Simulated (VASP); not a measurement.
# Be (P4_2/mnm) in VASP: a series of runs

Be is run at these levels: PBEsol; tasks: single point.

Everything below comes from runs of VASP 6.6.1. Logs are shortened: lines on timing, memory, paths and dates and some standing lists are left out, and cuts for length are marked.

### Step 1. The cell of the first run

It takes space group P4_2/mnm (No. 136, tetragonal). The conventional cell has a = 3.564 Å, b = 3.564 Å, c = 2.375 Å, α = 90.00°, β = 90.00°, γ = 90.00°. Within 2.6 Å of Be (site symmetry m2m) lie 13 Be at 1.93 to 2.59 Å.

### Step 2. Single point, PBEsol (strained)

File INCAR:

```
SYSTEM = Be
  PREC = Accurate
  ENCUT = 520
  EDIFF = 1E-6
  ISMEAR = 0
  SIGMA = 0.1
  LREAL = .False.
  LASPH = .True.
  NELM = 60
  ALGO = Normal
  ISIF = 2
  LWAVE = .False.
  LCHARG = .True.
  GGA = PS
  LELF = .True.
  LVHAR = .True.
  NBANDS = 12
```

File KPOINTS:

```
regular mesh
0
Gamma
  12 12 18
  0 0 0
```

File POSCAR:

```
Be
1.0
    3.5636697317      0.0000000000      0.0000000000
    0.0000000000      3.5636697317      0.0000000000
    0.0000000000      0.0000000000      2.3750862336
Be
4
Direct
    0.3087313288      0.3087313288      0.0000000000
    0.6912686712      0.6912686712      0.0000000000
    0.1912686712      0.8087313288      0.5000000000
    0.8087313288      0.1912686712      0.5000000000
```

Potentials or basis: VASP PAW PBE potentials, release 64 (Be).

The run is started by

```
$ cat potpaw_PBE.64/Be/POTCAR > POTCAR
$ mpirun -np 1 vasp_std > vasp.out
```

OUTCAR:

```text
SYSTEM = Be
   PREC = Accurate
   ENCUT = 520
   EDIFF = 1E-6
   ISMEAR = 0
   LREAL = .False.
   LASPH = .True.
   NELM = 60
   ISIF = 2
   GGA = PS

 ion  position               nearest neighbor table
   1  0.309  0.309  0.000-   2 1.93   3 2.18   4 2.18   3 2.18   4 2.18   3 2.18   3 2.18   4 2.18
                             4 2.18
   2  0.691  0.691  0.000-   1 1.93   3 2.18   4 2.18   3 2.18   4 2.18   4 2.18   4 2.18   3 2.18
                             3 2.18
   3  0.191  0.809  0.500-   4 1.93   2 2.18   1 2.18   1 2.18   2 2.18   1 2.18   1 2.18   2 2.18
                             2 2.18
   4  0.809  0.191  0.500-   3 1.93   2 2.18   1 2.18   1 2.18   2 2.18   2 2.18   2 2.18   1 2.18
                             1 2.18

  LATTYP: Found a simple tetragonal cell.
 ALAT       =     3.5636697317
 C/A-ratio  =     0.6664720393

  Lattice vectors:

 A1 = (   3.5636697317,   0.0000000000,   0.0000000000)
 A2 = (   0.0000000000,   3.5636697317,   0.0000000000)
 A3 = (   0.0000000000,   0.0000000000,   2.3750862336)

Analysis of symmetry for initial positions (statically):
=====================================================================
 Subroutine PRICEL returns:
 Original cell was already a primitive cell.

 Routine SETGRP: Setting up the symmetry group for a
 simple tetragonal supercell.

 Subroutine GETGRP returns: Found 16 space group operations
 (whereof  8 operations were pure point group operations)
 out of a pool of 16 trial point group operations.

The static configuration has the point symmetry D_2h.
 The point group associated with its full space group is D_4h.

Analysis of symmetry for dynamics (positions and initial velocities):
=====================================================================
 Subroutine PRICEL returns:
 Original cell was already a primitive cell.

 Routine SETGRP: Setting up the symmetry group for a
 simple tetragonal supercell.

 Subroutine GETGRP returns: Found 16 space group operations
 (whereof  8 operations were pure point group operations)
 out of a pool of 16 trial point group operations.

The dynamic configuration has the point symmetry D_2h.
 The point group associated with its full space group is D_4h.

 Subroutine INISYM returns: Found 16 space group operations
 (whereof  8 operations are pure point group operations),
 and found     1 'primitive' translations

----------------------------------------------------------------------------------------

                                     Primitive cell

  volume of cell :      30.1630

  direct lattice vectors                    reciprocal lattice vectors
     3.563669732  0.000000000  0.000000000     0.280609617  0.000000000  0.000000000
     0.000000000  3.563669732  0.000000000     0.000000000  0.280609617  0.000000000
     0.000000000  0.000000000  2.375086234     0.000000000  0.000000000  0.421037344

  length of vectors
     3.563669732  3.563669732  2.375086234     0.280609617  0.280609617  0.421037344

  position of ions in fractional coordinates (direct lattice)
     0.308731329  0.308731329  0.000000000
     0.691268671  0.691268671  0.000000000
     0.191268671  0.808731329  0.500000000
     0.808731329  0.191268671  0.500000000

  ion indices of the primitive-cell ions
   primitive index   ion index
                 1           1
                 2           2
                 3           3
                 4           4

----------------------------------------------------------------------------------------

 KPOINTS: regular mesh

Automatic generation of k-mesh.
 Grid dimensions read from file:
 generate k-points for:   12   12   18

 Generating k-lattice:

  Cartesian coordinates                     Fractional coordinates (reciprocal lattice)
     0.023384135  0.000000000  0.000000000     0.083333333  0.000000000  0.000000000
     0.000000000  0.023384135  0.000000000     0.000000000  0.083333333  0.000000000
     0.000000000  0.000000000  0.023390964     0.000000000  0.000000000  0.055555556

  Length of vectors
     0.023384135  0.023384135  0.023390964

  Shift w.r.t. Gamma in fractional coordinates (k-lattice)
     0.000000000  0.000000000  0.000000000

 Subroutine IBZKPT returns following result:
 ===========================================

 Found    280 irreducible k-points:

 Following reciprocal coordinates:
            Coordinates               Weight
  0.000000  0.000000  0.000000      1.000000
  0.083333  0.000000  0.000000      4.000000
  0.166667  0.000000  0.000000      4.000000
  0.250000  0.000000  0.000000      4.000000
  0.333333  0.000000  0.000000      4.000000
  0.416667  0.000000  0.000000      4.000000
[... 16 lines left out ...]
  0.333333  0.333333  0.000000      4.000000
  0.416667  0.333333  0.000000      8.000000
 [... further k-points ...]
   k-points           NKPTS =    280   k-points in BZ     NKDIM =    280   number of bands    NBANDS=     12
   number of dos      NEDOS =    301   number of ions     NIONS =      4
   total plane-waves  NPLWV =  14112
   dimension x,y,z NGX =    28 NGY =   28 NGZ =   18
   dimension x,y,z NGXF=    56 NGYF=   56 NGZF=   36
   ions per type =               4
   NGX,Y,Z   is equivalent  to a cutoff of  13.06, 13.06, 12.60 a.u.
   NGXF,Y,Z  is equivalent  to a cutoff of  26.12, 26.12, 25.20 a.u.
 SYSTEM =  Be
   PREC   = accura    normal or accurate (medium, high low for compatibility)
   ISTART =      0    job   : 0-new  1-cont  2-samecut
   ICHARG =      2    charge: 1-file 2-atom 10-const
   ISPIN  =      1    spin polarized calculation?
   LNONCOLLINEAR =      F non collinear calculations
   LSORBIT =      F    spin-orbit coupling
   LASPH  =      T    aspherical Exc in radial PAW
   ENCUT  =  520.0 eV  38.22 Ry    6.18 a.u.   6.63  6.63  4.42*2*pi/ulx,y,z
   NELM   =     60;   NELMIN=  2; NELMDL= -5     # of ELM steps
   EDIFF  = 0.1E-05   stopping-criterion for ELM
   LREAL  =      F    real-space projection
   EDIFFG = 0.1E-04   stopping-criterion for IOM
   NSW    =      0    number of steps for IOM
   IBRION =     -1    ionic relax: 0-MD 1-quasi-New 2-CG
   NFREE  =      0    steps in history (QN), initial steepest desc. (CG)
   ISIF   =      2    stress and relaxation
   ISYM   =      2    0-nonsym 1-usesym 2-fastsym
   POTIM  = 0.5000    time-step for ionic-motion
   TEBEG  =    0.0;   TEEND  =   0.0 temperature during run
   PSTRESS=    0.0 pullay stress
   NELECT =       8.0000    total number of electrons
   NUPDOWN=      -1.0000    fix difference up-down
   EMIN   =  10.00;   EMAX   =-10.00  energy-range for DOS
   EFERMI =   0.00;   METHOD = LEGACY
   ISMEAR =     0;   SIGMA  =   0.10  broadening in eV -4-tet -1-fermi 0-gaus
   EFERMI_NEDOS =   21; number of points for ismear=-14 and -15
   IALGO  =     38    algorithm
   IMIX   =      4    mixing-type and parameters
     AMIX     =   0.40;   BMIX     =  1.00
     AMIX_MAG =   1.60;   BMIX_MAG =  1.00
  volume/ion in A,a.u.               =       7.54        50.89
  Fermi-wavevector in a.u.,A,eV,Ry     =   1.051833  1.987676 15.052838  1.106352
  Thomas-Fermi vector in A             =   2.186892
   LORBIT       =      0    0 simple, 1 ext, 2 COOP (PROOUT), +10 PAW based schemes
   GGA     = PS    functional components
   LHFCALC =     F    Hartree Fock is set to
   AEXX    =    0.0000 exact exchange contribution
   IVDW    =     0    specifies the selected vdW correction
   LEPSILON=     F    determine dielectric tensor
   LRPA    =     F    only Hartree local field effects (RPA)
 non-spin polarized calculation
 Gauss-broadening in eV      SIGMA  =   0.10
  energy-cutoff  :      520.00
  volume of cell :       30.16
 maximum number of plane-waves:       836
 NGX is ok and might be reduce to    28
   NGX = 13   NGY = 13   NGZ =  9

 number of electron       8.0000000 magnetization

 Free energy of the ion-electron system (eV)
  ---------------------------------------------------
  ext. energy  EPLUGINS =         0.00000000
  ---------------------------------------------------
  free energy    TOTEN  =       -15.42922556 eV

  energy without entropy =      -15.42723344  energy(sigma->0) =      -15.42822950

 E-fermi :   7.3013     XC(G=0): -10.7572

 val. band max:        7.2719957978   @ k =   0.0833   0.0833   0.1667
 cond. band min:       7.3282191440   @ k =   0.0833   0.0000   0.2222
 fundamental gap:      0.0562233462
 Fermi energy:         7.3013005301

 k-point     1 :       0.0000    0.0000    0.0000
  band No.  band energies     occupation
      1      -4.1866      2.00000
      2       2.4981      2.00000
      3       3.3206      2.00000
      4       6.6600      2.00000
      5       6.6600      2.00000
      6      14.0675      0.00000
      7      14.2196      0.00000
      8      14.2196      0.00000
      9      15.0232      0.00000
     10      18.3070      0.00000
     11      22.5086      0.00000
     12      22.5086      0.00000

 k-point     2 :       0.0833    0.0000    0.0000
  band No.  band energies     occupation
      1      -4.1275      2.00000
      2       2.2858      2.00000
      3       3.1443      2.00000
      4       6.6301      2.00000
      5       7.1652      1.94583
      6      13.1626      0.00000
      7      14.0711      0.00000
      8      14.1437      0.00000
      9      16.2029      0.00000
     10      18.6940      0.00000
     11      22.0431      0.00000
     12      22.5724      0.00000

 k-point     3 :       0.1667    0.0000    0.0000
  band No.  band energies     occupation
      1      -3.9500      2.00000
      2       1.5107      2.00000
      3       3.1744      2.00000
      4       6.5286      2.00000
      5       8.2004      0.00000
      6      11.9692      0.00000
      7      13.8511      0.00000
      8      14.3718      0.00000
      9      17.7499      0.00000
     10      19.6822      0.00000
     11      21.0358      0.00000
     12      22.7617      0.00000

 k-point     4 :       0.2500    0.0000    0.0000
  band No.  band energies     occupation
      1      -3.6538      2.00000
      2       0.5341      2.00000
      3       3.4456      2.00000
      4       6.3220      2.00000
      5       9.1664      0.00000
      6      11.0077      0.00000
      7      13.9844      0.00000
      8      14.7507      0.00000
      9      19.2194      0.00000
     10      19.8872      0.00000
     11      21.0252      0.00000
     12      23.0703      0.00000

 k-point     5 :       0.3333    0.0000    0.0000
  band No.  band energies     occupation
      1      -3.2389      2.00000
      2      -0.4199      2.00000
      3       3.8535      2.00000
      4       5.9740      2.00000
      5       9.6949      0.00000
      6      10.3456      0.00000
      7      14.8164      0.00000
      8      15.2781      0.00000
      9      18.7543      0.00000
     10      20.1959      0.00000
     11      22.5612      0.00000
     12      23.4865      0.00000
[... 228 lines left out ...]
      1      -2.1675      2.00000
      2      -0.7475      2.00000
      3       2.0485      2.00000
      4       3.4472      2.00000
      5      12.6654      0.00000
      6      13.5750      0.00000
      7      16.6153      0.00000
      8      16.6675      0.00000
      9      18.3272      0.00000
     10      19.5235      0.00000
     11      21.7574      0.00000
     12      22.0680      0.00000

 k-point    22 :       0.5000    0.2500    0.0000
  band No.  band energies     occupation
      1      -1.5146      2.00000
      2      -1.5146      2.00000
      3       2.6974      2.00000
      4       2.6974      2.00000
      5      13.1931      0.00000
      6      13.1931      0.00000
      7      17.4129      0.00000
      8      17.4129      0.00000
      9      18.3098      0.00000
     10      18.3098      0.00000
     11      22.4593      0.00000
     12      22.4594      0.00000

 k-point    23 :       0.3333    0.3333    0.0000
  band No.  band energies     occupation
      1      -2.2853      2.00000
      2       0.5275      2.00000
      3       0.5690      2.00000
      4       3.3619      2.00000
      5      13.3689      0.00000
      6      14.5419      0.00000
      7      16.1172      0.00000
      8      16.4684      0.00000
      9      18.9749      0.00000
     10      19.4378      0.00000
     11      20.4785      0.00000
     12      22.4150      0.00000

 k-point    24 :       0.4167    0.3333    0.0000
  band No.  band energies     occupation
      1      -1.7489      2.00000
      2      -0.3263      2.00000
      3       1.0884      2.00000
      4       2.5059      2.00000
      5      14.3123      0.00000
      6      15.2076      0.00000
      7      16.9003      0.00000
      8      17.1236      0.00000
      9      18.7629      0.00000
     10      19.4787      0.00000
     11      20.7546      0.00000
     12      21.4231      0.00000

 [... further k-points ...]

------------------------ aborting loop because EDIFF is reached ----------------------------------------

  FORCE on cell =-STRESS in cart. coord.  units (eV):
  Direction    XX          YY          ZZ          XY          YZ          ZX
  --------------------------------------------------------------------------------------
  -------------------------------------------------------------------------------------
  Total        3.7724098      3.7724098     -2.2647200      0.0000000      0.0000000      0.0000000
  in kB      200.3803652    200.3803652   -120.2958987      0.0000000      0.0000000      0.0000000
  external PRESSURE =      93.4882772 kB  Pullay stress =       0.0000000 kB

 VOLUME and BASIS-vectors are now :
 -----------------------------------------------------------------------------
  energy-cutoff  :      520.00
  volume of cell :       30.16
      direct lattice vectors                 reciprocal lattice vectors
     3.563669732  0.000000000  0.000000000     0.280609617  0.000000000  0.000000000
     0.000000000  3.563669732  0.000000000     0.000000000  0.280609617  0.000000000
     0.000000000  0.000000000  2.375086234     0.000000000  0.000000000  0.421037344

 POSITION                                       TOTAL-FORCE (eV/Angst)
 -----------------------------------------------------------------------------------
      1.10022      1.10022      0.00000        -0.864279     -0.864279      0.000000
      2.46345      2.46345      0.00000         0.864279      0.864279     -0.000000
      0.68162      2.88205      1.18754         0.864279     -0.864279      0.000000
      2.88205      0.68162      1.18754        -0.864279      0.864279     -0.000000
 -----------------------------------------------------------------------------------
    total drift:                               -0.000000     -0.000000     -0.000000

  FREE ENERGIE OF THE ION-ELECTRON SYSTEM (eV)
  ---------------------------------------------------
  free  energy   TOTEN  =       -15.4292255589 eV

  energy  without entropy=      -15.4272334404  energy(sigma->0) =      -15.42822950
```

Wall time 2.1 min (1 thread of Oxide Virtual Turin-like, shared host); peak memory 0.16 GiB.

What came out:

* Free energy: -15.4292 eV
* Pressure: 9.3 GPa
* Largest force: 1.222 eV/Å
* Band gap on the k mesh: zero (band 4 reaches 8.62 eV, above the bottom of band 5 at 6.66 eV)

Forces in eV/Å, atoms in the order of the input:
```
Be  -0.864 -0.864  0.000
Be   0.864  0.864  0.000
Be   0.864 -0.864  0.000
Be  -0.864  0.864  0.000
```

Caveat: the cell differs from its parent crystal (strained); the PAW data sets were made with another functional, which shifts forces and pressure a little.

### Step 3. Single point, PBEsol (strained and its atoms moved)

INCAR, as its differences from that of step 2:

```diff
@@ -9,3 +9,3 @@
   NELM = 60
-  ALGO = Normal
+  ALGO = Fast
   ISIF = 2
```

File KPOINTS:

```
Automatic mesh
0
Gamma
  12 12 18
  0 0 0
```

File POSCAR:

```
Be
1.0
    3.8794886837      0.0000000000      0.0000000000
    0.0000000000      3.8794886837      0.0000000000
    0.0000000000      0.0000000000      2.2936217248
Be
4
Direct
    0.3087313288      0.3087313288      0.0000000000
    0.6912686712      0.6912686712      0.0000000000
    0.1912686712      0.8087313288      0.5000000000
    0.8087313288      0.1912686712      0.5000000000
```

Potentials or basis: VASP PAW PBE potentials, release 64 (Be).

The run is started by

```
$ cat potpaw_PBE.64/Be/POTCAR > POTCAR
$ mpirun -np 1 vasp_std > vasp.out
```

It took 2.6 min on 1 thread of Oxide Virtual Turin-like, shared host; peak memory 0.17 GiB.

It converged, with:

```yaml
Free_energy: -15.6736 eV
Pressure: -7.7 GPa
Largest_force: 0.399 eV/Å
Band_gap_on_the_k_mesh: zero (band 4 reaches 7.15 eV, above the bottom of band 5 at 4.61 eV)
```

Forces on the atoms (eV/Å):
```
Be  -0.282 -0.282  0.000
Be   0.282  0.282  0.000
Be   0.282 -0.282  0.000
Be  -0.282  0.282  0.000
```

Stress tensor (GPa, compression positive):
```
-7.82  0.00  0.00
 0.00 -7.82  0.00
 0.00  0.00 -7.32
```

Levels at points of the mesh, in eV from the Fermi level:
```csv
k point,band 2,band 3,band 4,band 5,band 6,band 7
"(0.00, 0.00, 0.00)",-4.75,-3.87,-1.46,-1.46,4.90,4.90
"(0.50, 0.00, 0.00)",-8.74,-2.64,-2.64,1.35,1.35,8.23
"(0.50, 0.50, 0.00)",-6.92,-6.80,-6.80,7.78,7.78,9.11
"(0.00, 0.00, 0.50)",-5.26,1.09,1.09,1.83,1.83,3.04
"(0.50, 0.00, 0.50)",-4.06,-2.84,-2.84,3.61,3.61,4.97
"(0.50, 0.50, 0.50)",-3.37,-2.83,-2.83,1.69,1.69,1.80
```

Caveat: the cell differs from its parent crystal (strained and its atoms moved); the PAW data sets were made with another functional, which shifts forces and pressure a little.
